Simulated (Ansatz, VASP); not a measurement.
Two plane-wave programs on Be4Se3

Contents of INCAR:

```
ALGO = Normal ; EDIFF = 1E-6
EDIFFG = -0.01 ; ENCUT = 600
GGA = PE ; IBRION = 2
ISIF = 3 ; ISMEAR = 0
LASPH = T ; LCHARG = F
LREAL = F ; LWAVE = F
NELM = 60 ; NSW = 100
PREC = Accurate ; SIGMA = 0.02
```

File KPOINTS:

```
k-points
0
Gamma
  10 10 4
```

The input POSCAR:

```
Be4Se3
1.0
    3.5312439471      0.0000000000      0.0000000000
    0.0000000000      3.5312439471      0.0000000000
    0.0000000000      0.0000000000      9.2948322129
Be Se
4 3
Direct
    0.0000000000      0.5000000000      0.5682698240
    0.0000000000      0.5000000000      0.1427048104
    0.5000000000      0.0000000000      0.8572951896
    0.5000000000      0.0000000000      0.4317301760
    0.5000000000      0.5000000000      0.7126701111
    0.0000000000      0.0000000000      0.0000000000
    0.5000000000      0.5000000000      0.2873298889
```

Input for Ansatz:

```yaml
crystal:
  lattice:
    - [3.5312439471, 0.0, 0.0]
    - [0.0, 3.5312439471, 0.0]
    - [0.0, 0.0, 9.2948322129]
  atoms:
    - { symbol: Be, position: [0.0, 0.5, 0.568269824] }
    - { symbol: Be, position: [0.0, 0.5, 0.1427048104] }
    - { symbol: Be, position: [0.5, 0.0, 0.8572951896] }
    - { symbol: Be, position: [0.5, 0.0, 0.431730176] }
    - { symbol: Se, position: [0.5, 0.5, 0.7126701111] }
    - { symbol: Se, position: [0.0, 0.0, 0.0] }
    - { symbol: Se, position: [0.5, 0.5, 0.2873298889] }
basis:
  ecutwfc: 420
kpoints:
  mp_grid: { grid: [10, 10, 4] }
hamiltonian:
  xc: pbe
scf:
  occupations: { method: gaussian, width: 0.02 }
output:
  forces: true
  stress: true
  eigenvalues: true
relax:
  adjacent_minimum: "off"
  f_tol: 0.01
  max_steps: 80
  cell: { stress_tol: 0.05 }
```

Alike in both runs: task relaxation of cell and atoms; functional PBE; k mesh 10 × 10 × 4; occupations gaussian, width 0.02 eV; no spin polarisation.

|  | VASP | Ansatz |
| --- | --- | --- |
| version | VASP 6.6.1 | Ansatz 0.2.0 |
| potentials or method | VASP PAW PBE potentials, release 64 (Be, Se), cutoff 600 eV | scalar-relativistic, plane waves, PAW |
| valence electrons in the cell | 26 | 56 |

```csv
,VASP,Ansatz,Ansatz less VASP
"gap on the k mesh at the Fermi level, each at its own relaxed structure (eV)",0.47,0.49,+0.016
relaxed volume (Å³/atom),16.60,16.55,-0.051
relaxed length of the cell vector where the two differ most in proportion (Å),3.532,3.526,-0.0057
```

VASP's potentials hold 26 valence electrons a cell and Ansatz's 56, so a difference there can come from the potentials and not from the codes.
